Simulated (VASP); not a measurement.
# NaPbF3 (Pm-3m) in VASP: further runs

The runs below take NaPbF3 through single point, with PBE, HSE06.

Program: VASP 6.6.1. These are calculated values, not measurements. Logs are shortened: lines on timing, memory, paths and dates and some standing lists are left out, and cuts for length are marked.

### Step 1. The cell of the first run

The structure is cubic, space group Pm-3m (No. 221). The conventional cell has a = 4.767 Å, b = 4.767 Å, c = 4.767 Å, α = 90.00°, β = 90.00°, γ = 90.00°. Within 4.4 Å of Na (site symmetry m-3m) lie 12 F at 3.37 Å and 8 Pb at 4.13 Å. Pb (site symmetry m-3m) has 6 F at 2.38 Å within 3.1 Å. F (site symmetry 4/mmm) has 2 Pb at 2.38 Å within 3.1 Å.

### Step 2. Single point, PBE

INCAR reads:

```
PREC = Accurate
ENCUT = 520
EDIFF = 1E-6
ISMEAR = -1
SIGMA = 0.02
LREAL = False
LASPH = True
NELM = 100
ALGO = Normal
ISIF = 2
LWAVE = False
LCHARG = False
GGA = PE
NBANDS = 29
```

KPOINTS reads:

```
regular mesh
0
Gamma
  6 6 6
```

POSCAR reads:

```
NaPbF3
1.0
    4.7673900031      0.0000000000      0.0000000000
    0.0000000000      4.7673900031      0.0000000000
    0.0000000000      0.0000000000      4.7673900031
Na Pb F
1 1 3
Direct
    0.0000000000      0.0000000000      0.0000000000
    0.5000000000      0.5000000000      0.5000000000
    0.5000000000      0.5000000000      0.0000000000
    0.5000000000      0.0000000000      0.5000000000
    0.0000000000      0.5000000000      0.5000000000
```

Potentials or basis: VASP PAW PBE potentials, release 64 (Na_pv, Pb_d, F).

Run with:

```bash
> cat potpaw_PBE.64/Na_pv/POTCAR potpaw_PBE.64/Pb_d/POTCAR potpaw_PBE.64/F/POTCAR > POTCAR
> mpirun -np 1 vasp_std > vasp.out
```

OUTCAR:

```text
PREC = Accurate
   ENCUT = 520
   EDIFF = 1E-6
   ISMEAR = -1
   LREAL = False
   LASPH = True
   NELM = 100
   ISIF = 2
   GGA = PE

 ion  position               nearest neighbor table
   1  0.000  0.000  0.000-
   2  0.500  0.500  0.500-   3 2.38   4 2.38   5 2.38   3 2.38   4 2.38   5 2.38
   3  0.500  0.500  0.000-   2 2.38   2 2.38
   4  0.500  0.000  0.500-   2 2.38   2 2.38
   5  0.000  0.500  0.500-   2 2.38   2 2.38

  LATTYP: Found a simple cubic cell.
 ALAT       =     4.7673900031

  Lattice vectors:

 A1 = (   4.7673900031,   0.0000000000,   0.0000000000)
 A2 = (   0.0000000000,   4.7673900031,   0.0000000000)
 A3 = (   0.0000000000,   0.0000000000,   4.7673900031)

Analysis of symmetry for initial positions (statically):
=====================================================================
 Subroutine PRICEL returns:
 Original cell was already a primitive cell.

 Routine SETGRP: Setting up the symmetry group for a
 simple cubic supercell.

 Subroutine GETGRP returns: Found 48 space group operations
 (whereof 48 operations were pure point group operations)
 out of a pool of 48 trial point group operations.

The static configuration has the point symmetry O_h .

Analysis of symmetry for dynamics (positions and initial velocities):
=====================================================================
 Subroutine PRICEL returns:
 Original cell was already a primitive cell.

 Routine SETGRP: Setting up the symmetry group for a
 simple cubic supercell.

 Subroutine GETGRP returns: Found 48 space group operations
 (whereof 48 operations were pure point group operations)
 out of a pool of 48 trial point group operations.

The dynamic configuration has the point symmetry O_h .

 Subroutine INISYM returns: Found 48 space group operations
 (whereof 48 operations are pure point group operations),
 and found     1 'primitive' translations

----------------------------------------------------------------------------------------

                                     Primitive cell

  volume of cell :     108.3533

  direct lattice vectors                    reciprocal lattice vectors
     4.767390003  0.000000000  0.000000000     0.209758379  0.000000000  0.000000000
     0.000000000  4.767390003  0.000000000     0.000000000  0.209758379  0.000000000
     0.000000000  0.000000000  4.767390003     0.000000000  0.000000000  0.209758379

  length of vectors
     4.767390003  4.767390003  4.767390003     0.209758379  0.209758379  0.209758379

  position of ions in fractional coordinates (direct lattice)
     0.000000000  0.000000000  0.000000000
     0.500000000  0.500000000  0.500000000
     0.500000000  0.500000000  0.000000000
     0.500000000  0.000000000  0.500000000
     0.000000000  0.500000000  0.500000000

  ion indices of the primitive-cell ions
   primitive index   ion index
                 1           1
                 2           2
                 3           3
                 4           4
                 5           5

----------------------------------------------------------------------------------------

 KPOINTS: regular mesh

Automatic generation of k-mesh.
 Grid dimensions read from file:
 generate k-points for:    6    6    6

 Generating k-lattice:

  Cartesian coordinates                     Fractional coordinates (reciprocal lattice)
     0.034959730  0.000000000  0.000000000     0.166666667  0.000000000  0.000000000
     0.000000000  0.034959730  0.000000000     0.000000000  0.166666667  0.000000000
     0.000000000  0.000000000  0.034959730     0.000000000  0.000000000  0.166666667

  Length of vectors
     0.034959730  0.034959730  0.034959730

  Shift w.r.t. Gamma in fractional coordinates (k-lattice)
     0.000000000  0.000000000  0.000000000

 Subroutine IBZKPT returns following result:
 ===========================================

 Found     20 irreducible k-points:

 Following reciprocal coordinates:
            Coordinates               Weight
  0.000000  0.000000  0.000000      1.000000
  0.166667  0.000000  0.000000      6.000000
  0.333333  0.000000  0.000000      6.000000
  0.500000  0.000000  0.000000      3.000000
  0.166667  0.166667  0.000000     12.000000
  0.333333  0.166667  0.000000     24.000000
[... 12 lines left out ...]
  0.500000  0.500000  0.333333      6.000000
  0.500000  0.500000  0.500000      1.000000
   k-points           NKPTS =     20   k-points in BZ     NKDIM =     20   number of bands    NBANDS=     29
   number of dos      NEDOS =    301   number of ions     NIONS =      5
   total plane-waves  NPLWV =  46656
   dimension x,y,z NGX =    36 NGY =   36 NGZ =   36
   dimension x,y,z NGXF=    72 NGYF=   72 NGZF=   72
   ions per type =               1   1   3
   NGX,Y,Z   is equivalent  to a cutoff of  12.55, 12.55, 12.55 a.u.
   NGXF,Y,Z  is equivalent  to a cutoff of  25.11, 25.11, 25.11 a.u.
 SYSTEM =  unknown system
   PREC   = accura    normal or accurate (medium, high low for compatibility)
   ISTART =      0    job   : 0-new  1-cont  2-samecut
   ICHARG =      2    charge: 1-file 2-atom 10-const
   ISPIN  =      1    spin polarized calculation?
   LNONCOLLINEAR =      F non collinear calculations
   LSORBIT =      F    spin-orbit coupling
   LASPH  =      T    aspherical Exc in radial PAW
   ENCUT  =  520.0 eV  38.22 Ry    6.18 a.u.   8.86  8.86  8.86*2*pi/ulx,y,z
   NELM   =    100;   NELMIN=  2; NELMDL= -5     # of ELM steps
   EDIFF  = 0.1E-05   stopping-criterion for ELM
   LREAL  =      F    real-space projection
   EDIFFG = 0.1E-04   stopping-criterion for IOM
   NSW    =      0    number of steps for IOM
   IBRION =     -1    ionic relax: 0-MD 1-quasi-New 2-CG
   NFREE  =      0    steps in history (QN), initial steepest desc. (CG)
   ISIF   =      2    stress and relaxation
   ISYM   =      2    0-nonsym 1-usesym 2-fastsym
   POTIM  = 0.5000    time-step for ionic-motion
   TEBEG  =    0.0;   TEEND  =   0.0 temperature during run
   PSTRESS=    0.0 pullay stress
   NELECT =      42.0000    total number of electrons
   NUPDOWN=      -1.0000    fix difference up-down
   EMIN   =  10.00;   EMAX   =-10.00  energy-range for DOS
   EFERMI =   0.00;   METHOD = LEGACY
   ISMEAR =    -1;   SIGMA  =   0.02  broadening in eV -4-tet -1-fermi 0-gaus
   EFERMI_NEDOS =   21; number of points for ismear=-14 and -15
   IALGO  =     38    algorithm
   IMIX   =      4    mixing-type and parameters
     AMIX     =   0.40;   BMIX     =  1.00
     AMIX_MAG =   1.60;   BMIX_MAG =  1.00
  volume/ion in A,a.u.               =      21.67       146.24
  Fermi-wavevector in a.u.,A,eV,Ry     =   1.193651  2.255673 19.385607  1.424802
  Thomas-Fermi vector in A             =   2.329660
   LORBIT       =      0    0 simple, 1 ext, 2 COOP (PROOUT), +10 PAW based schemes
   GGA     = PE    functional components
   LHFCALC =     F    Hartree Fock is set to
   AEXX    =    0.0000 exact exchange contribution
   IVDW    =     0    specifies the selected vdW correction
   LEPSILON=     F    determine dielectric tensor
   LRPA    =     F    only Hartree local field effects (RPA)
 non-spin polarized calculation
  energy-cutoff  :      520.00
  volume of cell :      108.35
 maximum number of plane-waves:      2968
 NGX is ok and might be reduce to    36
   NGX = 17   NGY = 17   NGZ = 17

 number of electron      41.9999959 magnetization

 Free energy of the ion-electron system (eV)
  ---------------------------------------------------
  ext. energy  EPLUGINS =         0.00000000
  ---------------------------------------------------
  free energy    TOTEN  =       -21.53344616 eV

  energy without entropy =      -21.53344616  energy(sigma->0) =      -21.53344616

 E-fermi :   2.0384     XC(G=0):  -7.6219

 val. band max:        1.5665947082   @ k =   0.5000   0.5000   0.5000
 cond. band min:       3.4092296128   @ k =   0.0000   0.0000   0.0000
 fundamental gap:      1.8426349046
 Fermi energy:         2.0384295068

 k-point     1 :       0.0000    0.0000    0.0000
  band No.  band energies     occupation
      1     -23.9295      2.00000
      2     -23.9295      2.00000
      3     -23.9295      2.00000
      4     -21.3181      2.00000
      5     -21.1657      2.00000
      6     -21.1657      2.00000
[... 21 lines left out ...]
     28      11.3377      0.00000
     29      11.3377      0.00000

 k-point     2 :       0.1667    0.0000    0.0000
  band No.  band energies     occupation
      1     -23.9298      2.00000
      2     -23.9295      2.00000
      3     -23.9295      2.00000
      4     -21.3023      2.00000
      5     -21.1651      2.00000
      6     -21.1566      2.00000
[... 21 lines left out ...]
     28      10.3424      0.00000
     29      10.3424      0.00000

 k-point     3 :       0.3333    0.0000    0.0000
  band No.  band energies     occupation
      1     -23.9305      2.00000
      2     -23.9294      2.00000
      3     -23.9294      2.00000
      4     -21.2755      2.00000
      5     -21.1647      2.00000
      6     -21.1334      2.00000
[... 21 lines left out ...]
     28       9.4882      0.00000
     29       9.6355      0.00000

 k-point     4 :       0.5000    0.0000    0.0000
  band No.  band energies     occupation
      1     -23.9308      2.00000
      2     -23.9294      2.00000
      3     -23.9294      2.00000
      4     -21.2650      2.00000
      5     -21.1643      2.00000
      6     -21.1186      2.00000
[... 21 lines left out ...]
     28       9.1668      0.00000
     29       9.8972      0.00000

 k-point     5 :       0.1667    0.1667    0.0000
  band No.  band energies     occupation
      1     -23.9298      2.00000
      2     -23.9297      2.00000
      3     -23.9295      2.00000
      4     -21.2857      2.00000
      5     -21.1601      2.00000
      6     -21.1535      2.00000
[... 21 lines left out ...]
     28      10.0296      0.00000
     29      10.1110      0.00000
[... 382 lines left out ...]
     28       8.6264      0.00000
     29      11.6704      0.00000

 k-point    18 :       0.5000    0.3333    0.3333
  band No.  band energies     occupation
      1     -23.9303      2.00000
      2     -23.9300      2.00000
      3     -23.9300      2.00000
      4     -21.1544      2.00000
      5     -21.1283      2.00000
      6     -21.1165      2.00000
[... 21 lines left out ...]
     28       8.3757      0.00000
     29      11.9034      0.00000

 k-point    19 :       0.5000    0.5000    0.3333
  band No.  band energies     occupation
      1     -23.9302      2.00000
      2     -23.9302      2.00000
      3     -23.9299      2.00000
      4     -21.1411      2.00000
      5     -21.1162      2.00000
      6     -21.1162      2.00000
[... 21 lines left out ...]
     28       7.8532      0.00000
     29      12.6321      0.00000

 k-point    20 :       0.5000    0.5000    0.5000
  band No.  band energies     occupation
      1     -23.9301      2.00000
      2     -23.9301      2.00000
      3     -23.9301      2.00000
      4     -21.1155      2.00000
      5     -21.1155      2.00000
      6     -21.1155      2.00000
[... 21 lines left out ...]
     28       7.5178      0.00000
     29      13.2729      0.00000

------------------------ aborting loop because EDIFF is reached ----------------------------------------

  FORCE on cell =-STRESS in cart. coord.  units (eV):
  Direction    XX          YY          ZZ          XY          YZ          ZX
  --------------------------------------------------------------------------------------
  -------------------------------------------------------------------------------------
  Total        0.8237382      0.8237382      0.8237382      0.0000000     -0.0000000     -0.0000000
  in kB       12.1802929     12.1802929     12.1802929      0.0000000     -0.0000000     -0.0000000
  external PRESSURE =      12.1802929 kB  Pullay stress =       0.0000000 kB

 VOLUME and BASIS-vectors are now :
 -----------------------------------------------------------------------------
  energy-cutoff  :      520.00
  volume of cell :      108.35
      direct lattice vectors                 reciprocal lattice vectors
     4.767390003  0.000000000  0.000000000     0.209758379  0.000000000  0.000000000
     0.000000000  4.767390003  0.000000000     0.000000000  0.209758379  0.000000000
     0.000000000  0.000000000  4.767390003     0.000000000  0.000000000  0.209758379

 POSITION                                       TOTAL-FORCE (eV/Angst)
 -----------------------------------------------------------------------------------
      0.00000      0.00000      0.00000         0.000000      0.000000      0.000000
      2.38370      2.38370      2.38370         0.000000      0.000000      0.000000
      2.38370      2.38370      0.00000         0.000000      0.000000      0.000000
      2.38370      0.00000      2.38370         0.000000      0.000000      0.000000
      0.00000      2.38370      2.38370         0.000000      0.000000      0.000000
 -----------------------------------------------------------------------------------
    total drift:                                0.000000      0.000000      0.000000

  FREE ENERGIE OF THE ION-ELECTRON SYSTEM (eV)
  ---------------------------------------------------
  free  energy   TOTEN  =       -21.5334461582 eV

  energy  without entropy=      -21.5334461582  energy(sigma->0) =      -21.53344616
```

Wall time 22 s (1 thread of Intel Xeon 6975P-C (Granite Rapids), shared host); peak memory 0.23 GiB.

What came out:

| Property | Result |
| --- | --- |
| Free energy | -21.5334 eV |
| Pressure | 1.2 GPa |
| Band gap on the k mesh | 1.84 eV, indirect (least direct gap 3.24 eV) |

Levels at points of the mesh, in eV from the valence-band top:
```csv
k point,band 19,band 20,band 21,band 22,band 23,band 24
"(0.00, 0.00, 0.00)",-3.94,-3.94,-3.94,1.84,5.90,5.90
"(0.50, 0.00, 0.00)",-3.96,-3.96,-2.13,2.07,4.76,6.03
"(0.50, 0.50, 0.00)",-3.93,-3.65,-0.97,3.05,3.05,3.55
"(0.50, 0.50, 0.50)",-3.65,-3.65,0.00,3.24,3.24,3.24
```

Caveat: spin-orbit coupling is left out, which moves the levels of the heavy elements. Expect the measured gap to be larger: semilocal functionals such as PBE lack the derivative discontinuity.

### Step 3. Single point, HSE06

POSCAR is that of step 2.

INCAR.step1 reads:

```
SYSTEM = NaPbF3
PREC = Accurate
ENCUT = 520
EDIFF = 1E-5
ISMEAR = 0
SIGMA = 0.01
LREAL = .FALSE.
LASPH = .TRUE.
NELM = 100
ALGO = Normal
ISIF = 2
LWAVE = .TRUE.
LCHARG = .FALSE.
NBANDS = 29
GGA = PE
```

INCAR.step2 reads:

```
SYSTEM = NaPbF3
PREC = Accurate
ENCUT = 520
EDIFF = 1E-7
ISMEAR = 0
SIGMA = 0.01
LREAL = .FALSE.
LASPH = .TRUE.
NELM = 100
ALGO = Normal
ISIF = 2
LWAVE = .FALSE.
LCHARG = .FALSE.
GGA = PE
LHFCALC = .TRUE.
HFSCREEN = 0.2079
PRECFOCK = Fast
NBANDS = 29
ISTART = 1
```

KPOINTS reads:

```
regular mesh
0
G
  4 4 4
  0 0 0
```

Potentials or basis: VASP PAW PBE potentials, release 64 (Na_pv, Pb_d, F).

Run with:

```bash
> cat potpaw_PBE.64/Na_pv/POTCAR potpaw_PBE.64/Pb_d/POTCAR potpaw_PBE.64/F/POTCAR > POTCAR
> cp INCAR.step1 INCAR
> mpirun -np 1 vasp_std > vasp.out
> cp INCAR.step2 INCAR
> mpirun -np 1 vasp_std > vasp.out
```

OUTCAR:

```text
SYSTEM = NaPbF3
   PREC = Accurate
   ENCUT = 520
   EDIFF = 1E-7
   ISMEAR = 0
   LREAL = .FALSE.
   LASPH = .TRUE.
   NELM = 100
   ISIF = 2
   GGA = PE
   LHFCALC = .TRUE.
   HFSCREEN = 0.2079
   PRECFOCK = Fast
   ISTART = 1

 ion  position               nearest neighbor table
   1  0.000  0.000  0.000-
   2  0.500  0.500  0.500-   3 2.38   4 2.38   5 2.38   3 2.38   4 2.38   5 2.38
[... 516 lines left out ...]
  FORCE on cell =-STRESS in cart. coord.  units (eV):
  Direction    XX          YY          ZZ          XY          YZ          ZX
  --------------------------------------------------------------------------------------
  -------------------------------------------------------------------------------------
  Total        0.3338108      0.3338108      0.3338108      0.0000000      0.0000000     -0.0000000
  in kB        4.9359288      4.9359288      4.9359288      0.0000000      0.0000000     -0.0000000
  external PRESSURE =       4.9359288 kB  Pullay stress =       0.0000000 kB

 VOLUME and BASIS-vectors are now :
 -----------------------------------------------------------------------------
  energy-cutoff  :      520.00
  volume of cell :      108.35
      direct lattice vectors                 reciprocal lattice vectors
     4.767390003  0.000000000  0.000000000     0.209758379  0.000000000  0.000000000
     0.000000000  4.767390003  0.000000000     0.000000000  0.209758379  0.000000000
     0.000000000  0.000000000  4.767390003     0.000000000  0.000000000  0.209758379

 POSITION                                       TOTAL-FORCE (eV/Angst)
 -----------------------------------------------------------------------------------
      0.00000      0.00000      0.00000         0.000000      0.000000      0.000000
      2.38370      2.38370      2.38370         0.000000      0.000000      0.000000
      2.38370      2.38370      0.00000         0.000000      0.000000      0.000000
      2.38370      0.00000      2.38370         0.000000      0.000000      0.000000
      0.00000      2.38370      2.38370         0.000000      0.000000      0.000000
 -----------------------------------------------------------------------------------
    total drift:                                0.000000     -0.000010      0.000007

  FREE ENERGIE OF THE ION-ELECTRON SYSTEM (eV)
  ---------------------------------------------------
  free  energy   TOTEN  =       -26.6402199362 eV

  energy  without entropy=      -26.6402199362  energy(sigma->0) =      -26.64021994
```

Wall time 13 min (1 thread of Intel Xeon 6975P-C (Granite Rapids), shared host); peak memory 0.34 GiB.

What came out:

| Item | Value |
| --- | --- |
| Free energy | -26.6402 eV |
| Pressure | 0.5 GPa |
| Band gap on the k mesh | 2.82 eV, indirect (least direct gap 4.26 eV) |

Caveat: the PAW data sets were made with another functional, which shifts forces and pressure a little; spin-orbit coupling is left out, which moves the levels of the heavy elements.
